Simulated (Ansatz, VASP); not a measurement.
# GeSb4Te4: VASP beside Ansatz

```
Ge Sb Te
1.0
     4.67638    0.00000    0.00000
    -2.33819    4.04987    0.00000
     0.00000    0.00000   17.64861
Ge Sb Te
1 4 4
Direct
  0.00000 0.00000 0.00000
  0.33333 0.66667 0.54410
  0.66667 0.33333 0.45590
  0.66667 0.33333 0.79077
  0.33333 0.66667 0.20923
  0.33333 0.66667 0.90452
  0.66667 0.33333 0.09548
  0.00000 0.00000 0.69397
  0.00000 0.00000 0.30603
```

Change from the starting cell: strain +0.080 along x and y, +0.000 along z, atoms carried along.

Alike in both runs: task single point; functional PBE; k mesh 12 × 12 × 2; occupations gaussian, width 0.03 eV; no spin polarisation.

|  | VASP | Ansatz |
| --- | --- | --- |
| version | VASP 6.6.1 | Ansatz 0.2.0 |
| potentials or method | VASP PAW PBE potentials, release 64 (Ge_d, Sb, Te), cutoff 520 eV | scalar-relativistic, plane waves, PAW |
| valence electrons in the cell | 58 | 138 |

Ansatz gave:

| Property | Result |
| --- | --- |
| gap on the k mesh at the Fermi level (eV) | 0.12 |
| least direct gap on the mesh (eV) | 0.14 |
| pressure (GPa) | -5.3 |
| traceless stress, the component that is largest in VASP (GPa) | 1.60 |
| rms of the force components (eV/Å) | 0.217 |

What did VASP give for the same quantities?

gap on the k mesh at the Fermi level (eV): 0.11; least direct gap on the mesh (eV): 0.15; pressure (GPa): -5.3; traceless stress, the component that is largest in VASP (GPa): 1.59; rms of the force components (eV/Å): 0.212.

Atom by atom the forces differ by 0.007 eV/Å (rms over components). VASP's potentials hold 58 valence electrons a cell and Ansatz's 138, so a difference there can come from the potentials and not from the codes.

Neither program's run includes spin-orbit coupling.
